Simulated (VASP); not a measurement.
# LiSnF3 (P4/mmm) in VASP: further runs, part 2 of 2

VASP 6.6.1.

### 3 Relaxation of cell and atoms, PBE

Contents of INCAR:

```
PREC     = Accurate       # precision mode
ENCUT    = 600            # plane-wave cutoff, eV
EDIFF    = 1E-7           # SCF threshold, eV
ISMEAR   = 0              # smearing method
SIGMA    = 0.1            # smearing width, eV
LREAL    = False          # projectors in reciprocal space
LASPH    = True           # aspherical terms in the spheres
NELM     = 60             # most SCF steps
ALGO     = Normal         # electronic algorithm
ISIF     = 3              # what is computed and relaxed
LWAVE    = False          # write WAVECAR
LCHARG   = False          # write CHGCAR
GGA      = PE             # functional
IBRION   = 2              # ionic algorithm
NSW      = 90             # ionic steps
EDIFFG   = -0.04          # ionic threshold
```

Contents of KPOINTS:

```
regular mesh
0
Gamma
  4 4 4
```

Contents of POSCAR:

```
LiSnF3
1.0
    3.9464087100      0.0000000000      0.0000000000
    0.0000000000      3.9464087100      0.0000000000
    0.0000000000      0.0000000000      4.4352037900
Li Sn F
1 1 3
Direct
    0.5000000000      0.5000000000      0.5000000000
    0.0000000000      0.0000000000      0.0000000000
    0.0000000000      0.0000000000      0.5000000000
    0.0000000000      0.5000000000      0.0000000000
    0.5000000000      0.0000000000      0.0000000000
```

Potentials or basis: VASP PAW PBE potentials, release 64 (Li_sv, Sn_d, F).

Run with:

```bash
cat potpaw_PBE.64/Li_sv/POTCAR potpaw_PBE.64/Sn_d/POTCAR potpaw_PBE.64/F/POTCAR > POTCAR
mpirun -np 1 vasp_std > vasp.out
```

OUTCAR:

```text
PREC = Accurate
   ENCUT = 600
   EDIFF = 1E-7
   ISMEAR = 0
   LREAL = False
   LASPH = True
   NELM = 60
   ISIF = 3
   GGA = PE
   IBRION = 2
   NSW = 90
   EDIFFG = -0.04

 ion  position               nearest neighbor table
   1  0.500  0.500  0.500-
   2  0.000  0.000  0.000-   4 1.97   5 1.97   4 1.97   5 1.97   3 2.22   3 2.22
   3  0.000  0.000  0.500-   2 2.22   2 2.22
   4  0.000  0.500  0.000-   2 1.97   2 1.97
   5  0.500  0.000  0.000-   2 1.97   2 1.97

  LATTYP: Found a simple tetragonal cell.
 ALAT       =     3.9464087100
 C/A-ratio  =     1.1238582002

  Lattice vectors:

 A1 = (   3.9464087100,   0.0000000000,   0.0000000000)
 A2 = (   0.0000000000,   3.9464087100,   0.0000000000)
 A3 = (   0.0000000000,   0.0000000000,   4.4352037900)

Analysis of symmetry for initial positions (statically):
=====================================================================
 Subroutine PRICEL returns:
 Original cell was already a primitive cell.

 Routine SETGRP: Setting up the symmetry group for a
 simple tetragonal supercell.

 Subroutine GETGRP returns: Found 16 space group operations
 (whereof 16 operations were pure point group operations)
 out of a pool of 16 trial point group operations.

The static configuration has the point symmetry D_4h.

Analysis of symmetry for dynamics (positions and initial velocities):
=====================================================================
 Subroutine PRICEL returns:
 Original cell was already a primitive cell.

 Routine SETGRP: Setting up the symmetry group for a
 simple tetragonal supercell.

 Subroutine GETGRP returns: Found 16 space group operations
 (whereof 16 operations were pure point group operations)
 out of a pool of 16 trial point group operations.

The dynamic configuration has the point symmetry D_4h.

 Subroutine INISYM returns: Found 16 space group operations
 (whereof 16 operations are pure point group operations),
 and found     1 'primitive' translations

----------------------------------------------------------------------------------------

                                     Primitive cell

  volume of cell :      69.0745

  direct lattice vectors                    reciprocal lattice vectors
     3.946408710  0.000000000  0.000000000     0.253394940  0.000000000  0.000000000
     0.000000000  3.946408710  0.000000000     0.000000000  0.253394940  0.000000000
     0.000000000  0.000000000  4.435203790     0.000000000  0.000000000  0.225468783

  length of vectors
     3.946408710  3.946408710  4.435203790     0.253394940  0.253394940  0.225468783

  position of ions in fractional coordinates (direct lattice)
     0.500000000  0.500000000  0.500000000
     0.000000000  0.000000000  0.000000000
     0.000000000  0.000000000  0.500000000
     0.000000000  0.500000000  0.000000000
     0.500000000  0.000000000  0.000000000

  ion indices of the primitive-cell ions
   primitive index   ion index
                 1           1
                 2           2
                 3           3
                 4           4
                 5           5

----------------------------------------------------------------------------------------

 KPOINTS: regular mesh

Automatic generation of k-mesh.
 Grid dimensions read from file:
 generate k-points for:    4    4    4

 Generating k-lattice:

  Cartesian coordinates                     Fractional coordinates (reciprocal lattice)
     0.063348735  0.000000000  0.000000000     0.250000000  0.000000000  0.000000000
     0.000000000  0.063348735  0.000000000     0.000000000  0.250000000  0.000000000
     0.000000000  0.000000000  0.056367196     0.000000000  0.000000000  0.250000000

  Length of vectors
     0.063348735  0.063348735  0.056367196

  Shift w.r.t. Gamma in fractional coordinates (k-lattice)
     0.000000000  0.000000000  0.000000000

 Subroutine IBZKPT returns following result:
 ===========================================

 Found     18 irreducible k-points:

 Following reciprocal coordinates:
            Coordinates               Weight
  0.000000  0.000000  0.000000      1.000000
  0.250000  0.000000  0.000000      4.000000
  0.500000  0.000000  0.000000      2.000000
  0.250000  0.250000  0.000000      4.000000
  0.500000  0.250000  0.000000      4.000000
  0.500000  0.500000  0.000000      1.000000
[... 10 lines left out ...]
  0.500000  0.250000  0.500000      4.000000
  0.500000  0.500000  0.500000      1.000000
   k-points           NKPTS =     18   k-points in BZ     NKDIM =     18   number of bands    NBANDS=     23
   number of dos      NEDOS =    301   number of ions     NIONS =      5
   total plane-waves  NPLWV =  36864
   dimension x,y,z NGX =    32 NGY =   32 NGZ =   36
   dimension x,y,z NGXF=    64 NGYF=   64 NGZF=   72
   ions per type =               1   1   3
   NGX,Y,Z   is equivalent  to a cutoff of  13.48, 13.48, 13.49 a.u.
   NGXF,Y,Z  is equivalent  to a cutoff of  26.96, 26.96, 26.99 a.u.
 SYSTEM =  unknown system
   PREC   = accura    normal or accurate (medium, high low for compatibility)
   ISTART =      0    job   : 0-new  1-cont  2-samecut
   ICHARG =      2    charge: 1-file 2-atom 10-const
   ISPIN  =      1    spin polarized calculation?
   LNONCOLLINEAR =      F non collinear calculations
   LSORBIT =      F    spin-orbit coupling
   LASPH  =      T    aspherical Exc in radial PAW
   ENCUT  =  600.0 eV  44.10 Ry    6.64 a.u.   7.88  7.88  8.86*2*pi/ulx,y,z
   NELM   =     60;   NELMIN=  2; NELMDL= -5     # of ELM steps
   EDIFF  = 0.1E-06   stopping-criterion for ELM
   LREAL  =      F    real-space projection
   EDIFFG = -.4E-01   stopping-criterion for IOM
   NSW    =     90    number of steps for IOM
   IBRION =      2    ionic relax: 0-MD 1-quasi-New 2-CG
   NFREE  =      1    steps in history (QN), initial steepest desc. (CG)
   ISIF   =      3    stress and relaxation
   ISYM   =      2    0-nonsym 1-usesym 2-fastsym
   POTIM  = 0.5000    time-step for ionic-motion
   TEBEG  =    0.0;   TEEND  =   0.0 temperature during run
   PSTRESS=    0.0 pullay stress
   NELECT =      38.0000    total number of electrons
   NUPDOWN=      -1.0000    fix difference up-down
   EMIN   =  10.00;   EMAX   =-10.00  energy-range for DOS
   EFERMI =   0.00;   METHOD = LEGACY
   ISMEAR =     0;   SIGMA  =   0.10  broadening in eV -4-tet -1-fermi 0-gaus
   EFERMI_NEDOS =   21; number of points for ismear=-14 and -15
   IALGO  =     38    algorithm
   IMIX   =      4    mixing-type and parameters
     AMIX     =   0.40;   BMIX     =  1.00
     AMIX_MAG =   1.60;   BMIX_MAG =  1.00
  volume/ion in A,a.u.               =      13.81        93.23
  Fermi-wavevector in a.u.,A,eV,Ry     =   1.341416  2.534909 24.482279  1.799397
  Thomas-Fermi vector in A             =   2.469651
   LORBIT       =      0    0 simple, 1 ext, 2 COOP (PROOUT), +10 PAW based schemes
   GGA     = PE    functional components
   LHFCALC =     F    Hartree Fock is set to
   AEXX    =    0.0000 exact exchange contribution
   IVDW    =     0    specifies the selected vdW correction
   LEPSILON=     F    determine dielectric tensor
   LRPA    =     F    only Hartree local field effects (RPA)
 conjugate gradient relaxation of ions
 non-spin polarized calculation
 Gauss-broadening in eV      SIGMA  =   0.10
  energy-cutoff  :      600.00
  volume of cell :       69.07
 maximum number of plane-waves:      2322
 NGX is ok and might be reduce to    32
   NGX = 15   NGY = 15   NGZ = 17

--------------------------------------- Ionic step        1  -------------------------------------------

 number of electron      37.9999973 magnetization

 Free energy of the ion-electron system (eV)
  ---------------------------------------------------
  ext. energy  EPLUGINS =         0.00000000
  ---------------------------------------------------
  free energy    TOTEN  =       -18.46164212 eV

  energy without entropy =      -18.45707944  energy(sigma->0) =      -18.45936078

 E-fermi :   7.4256     XC(G=0):  -9.3229

 val. band max:        7.3952225788   @ k =   0.0000   0.0000   0.2500
 cond. band min:       7.5213426179   @ k =   0.2500   0.2500   0.5000
 fundamental gap:      0.1261200391
 Fermi energy:         7.4255641193

 k-point     1 :       0.0000    0.0000    0.0000
  band No.  band energies     occupation
      1     -43.1194      2.00000
      2     -21.5972      2.00000
      3     -21.4538      2.00000
      4     -19.6616      2.00000
      5     -16.3189      2.00000
      6     -16.2888      2.00000
[... 649 lines left out ...]
  energy  without entropy=      -21.4470857026  energy(sigma->0) =      -21.44708570

--------------------------------------- Ionic step        6  -------------------------------------------

 number of electron      37.9999936 magnetization

 Free energy of the ion-electron system (eV)
  ---------------------------------------------------
  ext. energy  EPLUGINS =         0.00000000
  ---------------------------------------------------
  free energy    TOTEN  =       -21.44890885 eV

  energy without entropy =      -21.44890885  energy(sigma->0) =      -21.44890885

 E-fermi :   3.5626     XC(G=0):  -7.5337

 val. band max:        3.1775005930   @ k =   0.5000   0.5000   0.5000
 cond. band min:       3.9542306935   @ k =   0.0000   0.0000   0.0000
 fundamental gap:      0.7767301004
 Fermi energy:         3.5626325263

 k-point     1 :       0.0000    0.0000    0.0000
  band No.  band energies     occupation
      1     -47.3176      2.00000
      2     -21.4063      2.00000
      3     -21.3880      2.00000
      4     -21.2660      2.00000
      5     -18.9343      2.00000
      6     -18.9343      2.00000
[... 489 lines left out ...]
  FREE ENERGIE OF THE ION-ELECTRON SYSTEM (eV)
  ---------------------------------------------------
  free  energy   TOTEN  =       -21.4489088543 eV

  energy  without entropy=      -21.4489088536  energy(sigma->0) =      -21.44890885

 reached required accuracy - stopping structural energy minimisation
```

Run time: 2.9 min. Hardware: 1 thread of Intel Xeon 6975P-C, shared host; peak memory 0.21 GiB.

What came out:

```
Free energy                            : -21.4489 eV
Relaxed volume                         : 19.95 Å³/atom
Relaxed cell                           : a = 4.618 Å, b = 4.618 Å, c = 4.678 Å, α = 90.00°, β = 90.00°, γ = 90.00°
Space group after relaxing (to 0.05 Å) : P4/mmm (No. 123)
Energy gained by relaxing              : 597.5 meV/atom
Ionic steps                            : 6
Pressure after relaxing                : 0.1 GPa
Band gap on the k mesh                 : 0.78 eV, indirect (least direct gap 1.79 eV)
```

The path:
```
step  energy change (eV)  largest force (eV/Å)  pressure (GPa)  volume (Å³)
   1              0.0000                0.0000           35.64        69.07
   2             -2.9561                0.0000           -2.16       104.29
   3             -2.9802                0.0000            0.22        99.81
   4             -2.9813                0.0000           -0.22       100.59
   5             -2.9854                0.0000           -0.10       100.23
   6             -2.9873                0.0000            0.07        99.76
```

Final structure:
```
Li Sn F
1.0
     4.61790    0.00000    0.00000
     0.00000    4.61790    0.00000
     0.00000    0.00000    4.67795
Li Sn F
1 1 3
Direct
  0.50000 0.50000 0.50000
  0.00000 0.00000 0.00000
  0.00000 0.00000 0.50000
  0.00000 0.50000 0.00000
  0.50000 0.00000 0.00000
```

Caveat: the cutoff is under 1.25 times the usual one of these potentials, so pressure, stress and relaxed cells hold a basis-set (Pulay) error; the volume moved by over 15 % at a fixed basis, so the end points are rough; spin-orbit coupling is left out, which moves the levels of the heavy elements.
